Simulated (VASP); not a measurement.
# Al (P6_3/mmc) in VASP: further runs, part 2 of 3

VASP 6.6.1. The steps go on from the part before.

## (3) Relaxation of cell and atoms, r2SCAN, target pressure 5 GPa, at which the enthalpy is minimised

POSCAR reads:

```
Al
1.0
    2.8600000000      0.0000000000      0.0000000000
   -1.4300000000      2.4768326548      0.0000000000
    0.0000000000      0.0000000000      4.6703800000
Al
2
Direct
    0.3333333333      0.6666666667      0.2500000000
    0.6666666667      0.3333333333      0.7500000000
```

INCAR.step1 reads:

```
SYSTEM = Al
PREC = Accurate ; ENCUT = 600
ISMEAR = 0 ; SIGMA = 0.05
LREAL = .False. ; LASPH = .True.
NELM = 80 ; GGA = PE
ALGO = Normal ; EDIFF = 1E-4
LWAVE = .True. ; LCHARG = .False.
```

INCAR.step2 reads:

```
SYSTEM = Al
PREC = Accurate ; ENCUT = 600
EDIFF = 1E-6 ; ISMEAR = 0
SIGMA = 0.05 ; LREAL = .False.
LASPH = .True. ; NELM = 80
ALGO = Normal ; ISIF = 3
LWAVE = .False. ; LCHARG = .False.
METAGGA = R2SCAN ; LMIXTAU = .True.
IBRION = 2 ; NSW = 80
EDIFFG = -0.02 ; PSTRESS = 50.0
ISTART = 1
```

KPOINTS reads:

```
Automatic mesh
0
Gamma
  19 19 10
  0 0 0
```

Potentials or basis: VASP PAW PBE potentials, release 64 (Al).

Started as:

```bash
cat potpaw_PBE.64/Al/POTCAR > POTCAR
cp INCAR.step1 INCAR
mpirun -np 1 vasp_std > vasp.out
cp INCAR.step2 INCAR
mpirun -np 1 vasp_std > vasp.out
```

OUTCAR:

```text
SYSTEM = Al
   PREC = Accurate
   ENCUT = 600
   EDIFF = 1E-6
   ISMEAR = 0
   LREAL = .False.
   LASPH = .True.
   NELM = 80
   ISIF = 3
   METAGGA = R2SCAN
   IBRION = 2
   NSW = 80
   EDIFFG = -0.02
   PSTRESS = 50.0
   ISTART = 1

 ion  position               nearest neighbor table
   1  0.333  0.667  0.250-   2 2.86   2 2.86   2 2.86   2 2.86   2 2.86   2 2.86
   2  0.667  0.333  0.750-   1 2.86   1 2.86   1 2.86   1 2.86   1 2.86   1 2.86

  LATTYP: Found a hexagonal cell.
 ALAT       =     2.8600000000
 C/A-ratio  =     1.6330000000

  Lattice vectors:

 A1 = (   2.8600000000,   0.0000000000,   0.0000000000)
 A2 = (  -1.4300000000,   2.4768326548,   0.0000000000)
 A3 = (   0.0000000000,   0.0000000000,   4.6703800000)

Analysis of symmetry for initial positions (statically):
=====================================================================
 Subroutine PRICEL returns:
 Original cell was already a primitive cell.

 Routine SETGRP: Setting up the symmetry group for a
 hexagonal supercell.

 Subroutine GETGRP returns: Found 24 space group operations
 (whereof 12 operations were pure point group operations)
 out of a pool of 24 trial point group operations.

The static configuration has the point symmetry D_3d.
 The point group associated with its full space group is D_6h.

Analysis of symmetry for dynamics (positions and initial velocities):
=====================================================================
 Subroutine PRICEL returns:
 Original cell was already a primitive cell.

 Routine SETGRP: Setting up the symmetry group for a
 hexagonal supercell.

 Subroutine GETGRP returns: Found 24 space group operations
 (whereof 12 operations were pure point group operations)
 out of a pool of 24 trial point group operations.

The dynamic configuration has the point symmetry D_3d.
 The point group associated with its full space group is D_6h.

 Subroutine INISYM returns: Found 24 space group operations
 (whereof 12 operations are pure point group operations),
 and found     1 'primitive' translations

----------------------------------------------------------------------------------------

                                     Primitive cell

  volume of cell :      33.0838

  direct lattice vectors                    reciprocal lattice vectors
     2.860000000  0.000000000  0.000000000     0.349650350  0.201870723  0.000000000
    -1.430000000  2.476832655  0.000000000     0.000000000  0.403741447  0.000000000
     0.000000000  0.000000000  4.670380000     0.000000000  0.000000000  0.214115340

  length of vectors
     2.860000000  2.860000000  4.670380000     0.403741447  0.403741447  0.214115340

  position of ions in fractional coordinates (direct lattice)
     0.333333333  0.666666667  0.250000000
     0.666666667  0.333333333  0.750000000

  ion indices of the primitive-cell ions
   primitive index   ion index
                 1           1
                 2           2

----------------------------------------------------------------------------------------

 KPOINTS: Automatic mesh

[... 27 lines left out ...]
  0.157895 -0.000000  0.000000      6.000000
  0.210526 -0.000000  0.000000      6.000000
  0.263158  0.000000  0.000000      6.000000
[... 16 lines left out ...]
  0.263158  0.105263  0.000000     12.000000
  0.315789  0.105263  0.000000     12.000000
 [... further k-points ...]
   k-points           NKPTS =    240   k-points in BZ     NKDIM =    240   number of bands    NBANDS=      7
   number of dos      NEDOS =    301   number of ions     NIONS =      2
   total plane-waves  NPLWV =  23040
   dimension x,y,z NGX =    24 NGY =   24 NGZ =   40
   dimension x,y,z NGXF=    48 NGYF=   48 NGZF=   80
   ions per type =               2
   NGX,Y,Z   is equivalent  to a cutoff of  13.95, 13.95, 14.24 a.u.
   NGXF,Y,Z  is equivalent  to a cutoff of  27.90, 27.90, 28.48 a.u.
 SYSTEM =  Al
   PREC   = accura    normal or accurate (medium, high low for compatibility)
   ISTART =      1    job   : 0-new  1-cont  2-samecut
   ICHARG =      0    charge: 1-file 2-atom 10-const
   ISPIN  =      1    spin polarized calculation?
   LNONCOLLINEAR =      F non collinear calculations
   LSORBIT =      F    spin-orbit coupling
   LASPH  =      T    aspherical Exc in radial PAW
   ENCUT  =  600.0 eV  44.10 Ry    6.64 a.u.   5.71  5.71  9.33*2*pi/ulx,y,z
   NELM   =     80;   NELMIN=  2; NELMDL=  0     # of ELM steps
   EDIFF  = 0.1E-05   stopping-criterion for ELM
   LREAL  =      F    real-space projection
   EDIFFG = -.2E-01   stopping-criterion for IOM
   NSW    =     80    number of steps for IOM
   IBRION =      2    ionic relax: 0-MD 1-quasi-New 2-CG
   NFREE  =      1    steps in history (QN), initial steepest desc. (CG)
   ISIF   =      3    stress and relaxation
   ISYM   =      2    0-nonsym 1-usesym 2-fastsym
   POTIM  = 0.5000    time-step for ionic-motion
   TEBEG  =    0.0;   TEEND  =   0.0 temperature during run
   PSTRESS=   50.0 pullay stress
   NELECT =       6.0000    total number of electrons
   NUPDOWN=      -1.0000    fix difference up-down
   EMIN   =  10.00;   EMAX   =-10.00  energy-range for DOS
   EFERMI =   0.00;   METHOD = LEGACY
   ISMEAR =     0;   SIGMA  =   0.05  broadening in eV -4-tet -1-fermi 0-gaus
   EFERMI_NEDOS =   21; number of points for ismear=-14 and -15
   IALGO  =     38    algorithm
   IMIX   =      4    mixing-type and parameters
     AMIX     =   0.40;   BMIX     =  1.00
     AMIX_MAG =   1.60;   BMIX_MAG =  1.00
  volume/ion in A,a.u.               =      16.54       111.63
  Fermi-wavevector in a.u.,A,eV,Ry     =   0.926660  1.751133 11.683298  0.858698
  Thomas-Fermi vector in A             =   2.052646
   LORBIT       =      0    0 simple, 1 ext, 2 COOP (PROOUT), +10 PAW based schemes
   METAGGA = R2SCAN    functional components
   LHFCALC =     F    Hartree Fock is set to
   AEXX    =    0.0000 exact exchange contribution
   IVDW    =     0    specifies the selected vdW correction
   LEPSILON=     F    determine dielectric tensor
   LRPA    =     F    only Hartree local field effects (RPA)
 conjugate gradient relaxation of ions
 non-spin polarized calculation
 Gauss-broadening in eV      SIGMA  =   0.05
  energy-cutoff  :      600.00
  volume of cell :       33.08
 maximum number of plane-waves:      1118
 NGX is ok and might be reduce to    24
   NGX = 11   NGY = 11   NGZ = 19

--------------------------------------- Ionic step        1  -------------------------------------------

 number of electron       6.0000000 magnetization

 Free energy of the ion-electron system (eV)
  ---------------------------------------------------
  ext. energy  EPLUGINS =         0.00000000
  ---------------------------------------------------
  free energy    TOTEN  =       -13.38392325 eV

  energy without entropy =      -13.38238379  energy(sigma->0) =      -13.38315352

------------------------ aborting loop because EDIFF is reached ----------------------------------------

  FORCE on cell =-STRESS in cart. coord.  units (eV):
  Direction    XX          YY          ZZ          XY          YZ          ZX
  --------------------------------------------------------------------------------------
  -------------------------------------------------------------------------------------
  Total       -0.6500422     -0.6500422     -0.5828712      0.0000000     -0.0000000      0.0000000
  in kB      -31.4801816    -31.4801816    -28.2272299      0.0000000     -0.0000000      0.0000000
  external PRESSURE =     -80.3958643 kB  Pullay stress =      50.0000000 kB
[... 63 lines left out ...]
--------------------------------------- Ionic step        3  -------------------------------------------

 number of electron       6.0000000 magnetization

 Free energy of the ion-electron system (eV)
  ---------------------------------------------------
  ext. energy  EPLUGINS =         0.00000000
  ---------------------------------------------------
  free energy    TOTEN  =       -13.37270622 eV

  energy without entropy =      -13.37178737  energy(sigma->0) =      -13.37224679

 E-fermi :   8.9442     XC(G=0): -11.2331

 val. band max:        8.9350765205   @ k =   0.0526  -0.0000   0.3000
 cond. band min:       8.9618181608   @ k =   0.3158   0.1053   0.5000
 fundamental gap:      0.0267416403
 Fermi energy:         8.9442176951

 k-point     1 :       0.0000    0.0000    0.0000
  band No.  band energies     occupation
      1      -3.5281      2.00000
      2       3.5721      2.00000
      3       4.2624      2.00000
      4      21.0357      0.00000
      5      21.0357      0.00000
      6      21.0908      0.00000
      7      21.0908      0.00000
[... 221 lines left out ...]
 k-point    24 :       0.3158    0.1053    0.0000
  band No.  band energies     occupation
      1       0.3263      2.00000
      2       6.6721      2.00000
      3       7.1998      2.00000
      4       8.5451      2.00000
      5      12.4040      0.00000
      6      13.8880      0.00000
      7      15.2842      0.00000

 [... further k-points ...]
[... 5 lines left out ...]
  --------------------------------------------------------------------------------------
  -------------------------------------------------------------------------------------
  Total        0.9603002      0.9603002      0.9552406      0.0000000     -0.0000000      0.0000000
  in kB       50.7835923     50.7835923     50.5160251      0.0000000     -0.0000000      0.0000000
  external PRESSURE =       0.6944033 kB  Pullay stress =      50.0000000 kB
[... 21 lines left out ...]
  energy  without entropy=      -13.3717873651  energy(sigma->0) =      -13.37224679

  enthalpy is  TOTEN    =       -12.4272235156 eV   P V=        0.9454827063

 reached required accuracy - stopping structural energy minimisation
```

It took 5.4 min on 1 thread of AMD EPYC 9R45 (Zen 5), shared host; peak memory 0.17 GiB.

What came out:

| Item | Value |
| --- | --- |
| Free energy | -13.3727 eV |
| Relaxed volume | 15.15 Å³/atom |
| Relaxed cell | a = 2.776 Å, b = 2.776 Å, c = 4.539 Å, α = 90.00°, β = 90.00°, γ = 120.00° |
| Space group after relaxing (to 0.1 Å) | P6_3/mmc (No. 194) |
| Energy change on relaxing (the run minimises the enthalpy) | +5.6 meV/atom |
| Ionic steps | 3 |
| Pressure after relaxing | 5.1 GPa |
| Band gap on the k mesh | zero (bands 3 and 4 overlap by 8.00 eV) |

The path:
```
step  energy change (eV)  largest force (eV/Å)  pressure (GPa)  volume (Å³)
   1              0.0000                0.0000           -3.04        33.08
   2              0.0564                0.0000            9.14        29.27
   3              0.0112                0.0000            5.07        30.30
```

Final structure:
```cif
data_structure
_symmetry_space_group_name_H-M 'P 1'
_symmetry_Int_Tables_number 1
_cell_length_a 2.7762
_cell_length_b 2.7762
_cell_length_c 4.5390
_cell_angle_alpha 90.000
_cell_angle_beta 90.000
_cell_angle_gamma 120.000
_cell_volume 30.30
loop_
_atom_site_label
_atom_site_type_symbol
_atom_site_fract_x
_atom_site_fract_y
_atom_site_fract_z
_atom_site_occupancy
Al1 Al 0.33333 0.66667 0.25000 1
Al2 Al 0.66667 0.33333 0.75000 1
```

Caveat: the cell is relaxed towards a set pressure, so the run minimises the enthalpy, not the energy; the PAW data sets were made with another functional, which shifts forces and pressure a little.

(Continued in part 3 of 3.)

The gap in the log of VASP goes by the Fermi energy; the results here count the filled bands.